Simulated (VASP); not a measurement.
Wanted: the native input for a VASP 6.6.1 run.

```yaml
Task: single point
Functional: LDA
Potentials_or_basis: VASP PAW LDA potentials, release 64 (Sn_d)
Cutoff: 520 eV
k_mesh: 16 × 16 × 9
Occupations: fermi-dirac, width 0.05 eV
Spin: no spin polarisation
Dipole_correction: no
Further_INCAR_settings: ALGO = Normal; EDIFF = 1e-06; NBANDS = 21
```

The structure of Sn lies in POSCAR:

```
Sn
1.0
    2.6120434819      0.0000000000      0.0000000000
   -1.3060217409      2.2620960111      0.0000000000
    0.0000000000      0.0000000000      4.2137362452
Sn
2
Direct
    0.3333333333      0.6666666667      0.2500000000
    0.6666666667      0.3333333333      0.7500000000
```

One way to write it, as run:

INCAR

```
ALGO     = Normal         # electronic algorithm
EDIFF    = 1E-6           # SCF threshold, eV
ENCUT    = 520            # plane-wave cutoff, eV
ISIF     = 2              # what is computed and relaxed
ISMEAR   = -1             # smearing method
LASPH    = True           # aspherical terms in the spheres
LCHARG   = False          # write CHGCAR
LREAL    = False          # projectors in reciprocal space
LWAVE    = False          # write WAVECAR
NBANDS   = 21             # bands
NELM     = 60             # most SCF steps
PREC     = Accurate       # precision mode
SIGMA    = 0.05           # smearing width, eV
```

KPOINTS

```
k-points
0
Gamma
  16 16 9
```

Potentials or basis: VASP PAW LDA potentials, release 64 (Sn_d).

Command:

```sh
$ cat potpaw_LDA.64/Sn_d/POTCAR > POTCAR
$ mpirun -np 1 vasp_std > vasp.out
```

Results of the run:

```json
{"Pressure": "242.1 GPa", "Band gap on the k mesh": "zero (band 14 reaches 31.46 eV, above the bottom of band 15 at 18.16 eV)"}
```

Caveat: spin-orbit coupling is left out, which moves the levels of the heavy elements.

Run time: 23 s on 1 thread of Intel(R) Xeon(R) 6975P-C (Granite Rapids), with other jobs on the host, peak memory 0.17 GiB.
